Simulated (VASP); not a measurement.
# TaN (Immm) in VASP: notebook

The runs below take TaN through single point, with PBE.

Everything below comes from runs of VASP 6.6.1. Logs are shortened: lines on timing, memory, paths and dates and some standing lists are left out, and cuts for length are marked.

**1. The cell of the first run**

Symmetry: Immm, No. 71, orthorhombic system. The conventional cell has a = 2.889 Å, b = 3.358 Å, c = 4.417 Å, α = 90.00°, β = 90.00°, γ = 90.00°. Within 2.9 Å of Ta (site symmetry mmm) lie 6 N at 2.21 Å and 2 Ta at 2.89 Å. Within 2.9 Å of N (site symmetry mmm) lie 6 Ta at 2.21 Å and 2 N at 2.89 Å.

**2. Single point, PBE (strain -0.1500 x Voigt [0, 0, 0, 1, 0, 0])**

Contents of INCAR:

```
SYSTEM = TaN
ALGO = Normal
EDIFF = 1E-6
ENCUT = 520
GGA = PE
ISIF = 2
ISMEAR = 0
LASPH = .TRUE.
LCHARG = .FALSE.
LREAL = .FALSE.
LWAVE = .FALSE.
NBANDS = 15
NELM = 60
PREC = Accurate
SIGMA = 0.15
```

Contents of KPOINTS:

```
k-points
0
G
  24 24 24
  0 0 0
```

Contents of POSCAR:

```
TaN
1.0
    0.0000000000      2.0429871702      2.0429871702
    2.2086347786     -0.1656476084      2.2086347786
    2.2086347786      2.2086347786     -0.1656476084
Ta N
1 1
Direct
    0.5000000000      0.5000000000      0.5000000000
    0.0000000000      0.0000000000      0.0000000000
```

Potentials or basis: VASP PAW PBE potentials, release 64 (Ta_pv, N).

On the command line:

```sh
$ cat potpaw_PBE.64/Ta_pv/POTCAR potpaw_PBE.64/N/POTCAR > POTCAR
$ mpirun -np 1 vasp_std > vasp.out
```

OUTCAR:

```text
SYSTEM = TaN
   EDIFF = 1E-6
   ENCUT = 520
   GGA = PE
   ISIF = 2
   ISMEAR = 0
   LASPH = .TRUE.
   LREAL = .FALSE.
   NELM = 60
   PREC = Accurate

 ion  position               nearest neighbor table
   1  0.500  0.500  0.500-   2 2.21   2 2.21   2 2.21   2 2.21   2 2.21   2 2.21
   2  0.000  0.000  0.000-   1 2.21   1 2.21   1 2.21   1 2.21   1 2.21   1 2.21

  LATTYP: Found a body centered orthorhombic cell.
 ALAT       =     2.8892201639
 B/A-ratio  =     1.1621621622
 C/A-ratio  =     1.5288795269

  Lattice vectors:

 A1 = (  -2.2086347786,   0.1656476084,  -2.2086347786)
 A2 = (  -2.2086347786,  -0.1656476084,   2.2086347786)
 A3 = (   2.2086347786,   2.2086347786,  -0.1656476084)

Analysis of symmetry for initial positions (statically):
=====================================================================
 Subroutine PRICEL returns:
 Original cell was already a primitive cell.

 Routine SETGRP: Setting up the symmetry group for a
 body centered orthorhombic supercell.

 Subroutine GETGRP returns: Found  8 space group operations
 (whereof  8 operations were pure point group operations)
 out of a pool of  8 trial point group operations.

The static configuration has the point symmetry D_2h.

Analysis of symmetry for dynamics (positions and initial velocities):
=====================================================================
 Subroutine PRICEL returns:
 Original cell was already a primitive cell.

 Routine SETGRP: Setting up the symmetry group for a
 body centered orthorhombic supercell.

 Subroutine GETGRP returns: Found  8 space group operations
 (whereof  8 operations were pure point group operations)
 out of a pool of  8 trial point group operations.

The dynamic configuration has the point symmetry D_2h.

 Subroutine INISYM returns: Found  8 space group operations
 (whereof  8 operations are pure point group operations),
 and found     1 'primitive' translations

----------------------------------------------------------------------------------------

                                     Primitive cell

  volume of cell :      21.4265

  direct lattice vectors                    reciprocal lattice vectors
     0.000000000  2.042987170  2.042987170    -0.226384192  0.244739667  0.244739667
     2.208634779 -0.165647608  2.208634779     0.226384192 -0.210589946  0.210589946
     2.208634779  2.208634779 -0.165647608     0.226384192  0.210589946 -0.210589946

  length of vectors
     2.889220164  3.127870570  3.127870570     0.413575642  0.374093642  0.374093642

  position of ions in fractional coordinates (direct lattice)
     0.500000000  0.500000000  0.500000000
     0.000000000  0.000000000  0.000000000

  ion indices of the primitive-cell ions
   primitive index   ion index
                 1           1
                 2           2

----------------------------------------------------------------------------------------

 KPOINTS: k-points

Automatic generation of k-mesh.
 Grid dimensions read from file:
 generate k-points for:   24   24   24

 Generating k-lattice:

  Cartesian coordinates                     Fractional coordinates (reciprocal lattice)
    -0.009432675  0.010197486  0.010197486     0.041666667 -0.000000000 -0.000000000
     0.009432675 -0.008774581  0.008774581     0.000000000  0.041666667  0.000000000
     0.009432675  0.008774581 -0.008774581     0.000000000  0.000000000  0.041666667

  Length of vectors
     0.017232318  0.015587235  0.015587235

  Shift w.r.t. Gamma in fractional coordinates (k-lattice)
     0.000000000  0.000000000  0.000000000

 Subroutine IBZKPT returns following result:
 ===========================================

 Found   1963 irreducible k-points:

 Following reciprocal coordinates:
            Coordinates               Weight
  0.000000  0.000000  0.000000      1.000000
  0.041667  0.000000  0.000000      4.000000
  0.083333  0.000000  0.000000      4.000000
  0.125000  0.000000  0.000000      4.000000
  0.166667  0.000000 -0.000000      4.000000
  0.208333  0.000000  0.000000      4.000000
[... 16 lines left out ...]
  0.375000  0.041667 -0.000000      8.000000
  0.416667  0.041667 -0.000000      8.000000
 [... further k-points ...]
   k-points           NKPTS =   1963   k-points in BZ     NKDIM =   1963   number of bands    NBANDS=     15
   number of dos      NEDOS =    301   number of ions     NIONS =      2
   total plane-waves  NPLWV =  13824
   dimension x,y,z NGX =    24 NGY =   24 NGZ =   24
   dimension x,y,z NGXF=    48 NGYF=   48 NGZF=   48
   ions per type =               1   1
   NGX,Y,Z   is equivalent  to a cutoff of  13.81, 12.76, 12.76 a.u.
   NGXF,Y,Z  is equivalent  to a cutoff of  27.62, 25.51, 25.51 a.u.
 SYSTEM =  TaN
   PREC   = accura    normal or accurate (medium, high low for compatibility)
   ISTART =      0    job   : 0-new  1-cont  2-samecut
   ICHARG =      2    charge: 1-file 2-atom 10-const
   ISPIN  =      1    spin polarized calculation?
   LNONCOLLINEAR =      F non collinear calculations
   LSORBIT =      F    spin-orbit coupling
   LASPH  =      T    aspherical Exc in radial PAW
   ENCUT  =  520.0 eV  38.22 Ry    6.18 a.u.   5.37  5.82  5.82*2*pi/ulx,y,z
   NELM   =     60;   NELMIN=  2; NELMDL= -5     # of ELM steps
   EDIFF  = 0.1E-05   stopping-criterion for ELM
   LREAL  =      F    real-space projection
   EDIFFG = 0.1E-04   stopping-criterion for IOM
   NSW    =      0    number of steps for IOM
   IBRION =     -1    ionic relax: 0-MD 1-quasi-New 2-CG
   NFREE  =      0    steps in history (QN), initial steepest desc. (CG)
   ISIF   =      2    stress and relaxation
   ISYM   =      2    0-nonsym 1-usesym 2-fastsym
   POTIM  = 0.5000    time-step for ionic-motion
   TEBEG  =    0.0;   TEEND  =   0.0 temperature during run
   PSTRESS=    0.0 pullay stress
   NELECT =      16.0000    total number of electrons
   NUPDOWN=      -1.0000    fix difference up-down
   EMIN   =  10.00;   EMAX   =-10.00  energy-range for DOS
   EFERMI =   0.00;   METHOD = LEGACY
   ISMEAR =     0;   SIGMA  =   0.15  broadening in eV -4-tet -1-fermi 0-gaus
   EFERMI_NEDOS =   21; number of points for ismear=-14 and -15
   IALGO  =     38    algorithm
   IMIX   =      4    mixing-type and parameters
     AMIX     =   0.40;   BMIX     =  1.00
     AMIX_MAG =   1.60;   BMIX_MAG =  1.00
  volume/ion in A,a.u.               =      10.71        72.30
  Fermi-wavevector in a.u.,A,eV,Ry     =   1.485243  2.806702 30.013729  2.205947
  Thomas-Fermi vector in A             =   2.598679
   LORBIT       =      0    0 simple, 1 ext, 2 COOP (PROOUT), +10 PAW based schemes
   GGA     = PE    functional components
   LHFCALC =     F    Hartree Fock is set to
   AEXX    =    0.0000 exact exchange contribution
   IVDW    =     0    specifies the selected vdW correction
   LEPSILON=     F    determine dielectric tensor
   LRPA    =     F    only Hartree local field effects (RPA)
 non-spin polarized calculation
 Gauss-broadening in eV      SIGMA  =   0.15
  energy-cutoff  :      520.00
  volume of cell :       21.43
 maximum number of plane-waves:       594
 NGX is ok and might be reduce to    24
   NGX = 11   NGY = 11   NGZ = 11

 number of electron      16.0000001 magnetization

 Free energy of the ion-electron system (eV)
  ---------------------------------------------------
  ext. energy  EPLUGINS =         0.00000000
  ---------------------------------------------------
  free energy    TOTEN  =       -21.74883620 eV

  energy without entropy =      -21.73769182  energy(sigma->0) =      -21.74326401

 E-fermi :   9.2319     XC(G=0): -13.3943

 val. band max:        9.2312078781   @ k =   0.5000   0.1250   0.0000
 cond. band min:       9.2321703414   @ k =   0.5000   0.1667   0.1667
 fundamental gap:      0.0009624633
 Fermi energy:         9.2318768113

 k-point     1 :       0.0000    0.0000    0.0000
  band No.  band energies     occupation
      1     -26.4670      2.00000
      2     -26.4225      2.00000
      3     -26.1404      2.00000
      4      -9.3026      2.00000
      5       5.3842      2.00000
      6       5.6218      2.00000
      7       6.2848      2.00000
      8       6.2855      2.00000
      9       6.7578      2.00000
     10       8.6405      2.00000
     11       9.6201      0.00025
     12       9.8338      0.00000
     13      11.4208      0.00000
     14      19.0949      0.00000
     15      21.7693      0.00000

 k-point     2 :       0.0417    0.0000    0.0000
  band No.  band energies     occupation
      1     -26.4679      2.00000
      2     -26.4276      2.00000
      3     -26.1571      2.00000
      4      -9.2579      2.00000
      5       5.1871      2.00000
      6       5.4762      2.00000
      7       6.0695      2.00000
      8       6.3917      2.00000
      9       6.8378      2.00000
     10       8.6429      2.00000
     11       9.8064      0.00000
     12      10.0162      0.00000
     13      11.5799      0.00000
     14      19.2756      0.00000
     15      21.7693      0.00000

 k-point     3 :       0.0833    0.0000    0.0000
  band No.  band energies     occupation
      1     -26.4706      2.00000
      2     -26.4443      2.00000
      3     -26.2041      2.00000
      4      -9.1263      2.00000
      5       4.7417      2.00000
      6       5.0934      2.00000
      7       5.5503      2.00000
      8       6.6200      2.00000
      9       7.0388      2.00000
     10       8.6432      2.00000
     11      10.2960      0.00000
     12      10.5055      0.00000
     13      12.0055      0.00000
     14      19.7902      0.00000
     15      21.7691      0.00000

 k-point     4 :       0.1250    0.0000    0.0000
  band No.  band energies     occupation
      1     -26.4777      2.00000
      2     -26.4749      2.00000
      3     -26.2705      2.00000
      4      -8.9144      2.00000
      5       4.2032      2.00000
      6       4.5399      2.00000
      7       4.9188      2.00000
      8       6.9187      2.00000
      9       7.3457      2.00000
     10       8.6537      2.00000
     11      10.9702      0.00000
     12      11.1917      0.00000
     13      12.5938      0.00000
     14      20.5631      0.00000
     15      21.7689      0.00000
[... 307 lines left out ...]
 k-point    22 :       0.3333    0.0417    0.0000
  band No.  band energies     occupation
      1     -26.9652      2.00000
      2     -26.5027      2.00000
      3     -26.4729      2.00000
      4      -7.2453      2.00000
      5       0.9272      2.00000
      6       1.9489      2.00000
      7       2.8862      2.00000
      8       8.5973      2.00000
      9       9.4766      0.02105
     10      10.8100      0.00000
     11      14.2706      0.00000
     12      14.7946      0.00000
     13      15.7587      0.00000
     14      21.7510      0.00000
     15      22.4698      0.00000

 k-point    23 :       0.3750    0.0417   -0.0000
  band No.  band energies     occupation
      1     -27.0680      2.00000
      2     -26.5102      2.00000
      3     -26.4897      2.00000
      4      -6.8708      2.00000
      5       0.3300      2.00000
      6       1.6321      2.00000
      7       2.5926      2.00000
      8       9.0628      1.88913
      9       9.9745      0.00000
     10      11.6104      0.00000
     11      14.6854      0.00000
     12      15.3226      0.00000
     13      16.2120      0.00000
     14      21.7102      0.00000
     15      22.0294      0.00000

 k-point    24 :       0.4167    0.0417   -0.0000
  band No.  band energies     occupation
      1     -27.1481      2.00000
      2     -26.5159      2.00000
      3     -26.5033      2.00000
      4      -6.5448      2.00000
      5      -0.1621      2.00000
      6       1.4042      2.00000
      7       2.3666      2.00000
      8       9.5592      0.00203
      9      10.4368      0.00000
     10      12.3712      0.00000
     11      14.5233      0.00000
     12      15.9374      0.00000
     13      16.6807      0.00000
     14      21.3221      0.00000
     15      21.7522      0.00000

 [... further k-points ...]

------------------------ aborting loop because EDIFF is reached ----------------------------------------

  FORCE on cell =-STRESS in cart. coord.  units (eV):
  Direction    XX          YY          ZZ          XY          YZ          ZX
  --------------------------------------------------------------------------------------
  -------------------------------------------------------------------------------------
  Total       -0.3468316      0.8690254      0.8690254      0.0000000      0.8101783      0.0000000
  in kB      -25.9344658     64.9817116     64.9817116      0.0000000     60.5813993      0.0000000
  external PRESSURE =      34.6763192 kB  Pullay stress =       0.0000000 kB

 VOLUME and BASIS-vectors are now :
 -----------------------------------------------------------------------------
  energy-cutoff  :      520.00
  volume of cell :       21.43
      direct lattice vectors                 reciprocal lattice vectors
     0.000000000  2.042987170  2.042987170    -0.226384192  0.244739667  0.244739667
     2.208634779 -0.165647608  2.208634779     0.226384192 -0.210589946  0.210589946
     2.208634779  2.208634779 -0.165647608     0.226384192  0.210589946 -0.210589946

 POSITION                                       TOTAL-FORCE (eV/Angst)
 -----------------------------------------------------------------------------------
      2.20863      2.04299      2.04299        -0.000000      0.000000      0.000000
      0.00000      0.00000      0.00000         0.000000      0.000000     -0.000000
 -----------------------------------------------------------------------------------
    total drift:                                0.000000     -0.000000     -0.000000

  FREE ENERGIE OF THE ION-ELECTRON SYSTEM (eV)
  ---------------------------------------------------
  free  energy   TOTEN  =       -21.7488361960 eV

  energy  without entropy=      -21.7376918245  energy(sigma->0) =      -21.74326401
```

It took 4.6 min on 1 thread of Intel Xeon Platinum 8259CL at 2.50GHz (Skylake/Cascade Lake), shared host; peak memory 0.7 GiB.

What came out:

```
Free energy            : -21.7488 eV
Pressure               : 3.5 GPa
Band gap on the k mesh : zero (bands 8 and 9 overlap by 4.12 eV)
```

Stress tensor (GPa, compression positive):
```
-2.59  0.00  0.00
 0.00  6.50  6.06
 0.00  6.06  6.50
```

Levels at points of the mesh, in eV from the Fermi level:
```csv
k point,band 5,band 6,band 7,band 8,band 9,band 10,band 11,band 12
"(0.00, 0.00, 0.00)",-3.85,-3.61,-2.95,-2.95,-2.47,-0.59,0.39,0.60
"(0.50, 0.00, 0.00)",-9.96,-8.07,-7.13,1.39,1.71,3.91,4.45,7.76
"(0.00, 0.50, 0.00)",-10.13,-7.34,-6.04,-0.07,2.60,2.66,4.43,6.93
"(0.50, 0.50, 0.00)",-6.43,-5.20,-4.34,-4.32,1.73,3.49,3.54,4.30
"(0.00, 0.50, 0.50)",-6.41,-5.25,-4.91,-3.59,2.56,3.72,3.78,4.68
```

Caveat: the cell differs from its parent crystal (strain -0.1500 x Voigt [0, 0, 0, 1, 0, 0]); the stress differs along the axes, from -3 to 6 GPa; spin-orbit coupling is left out, which moves the levels of the heavy elements.

(Part 1 of 2 ends here.)
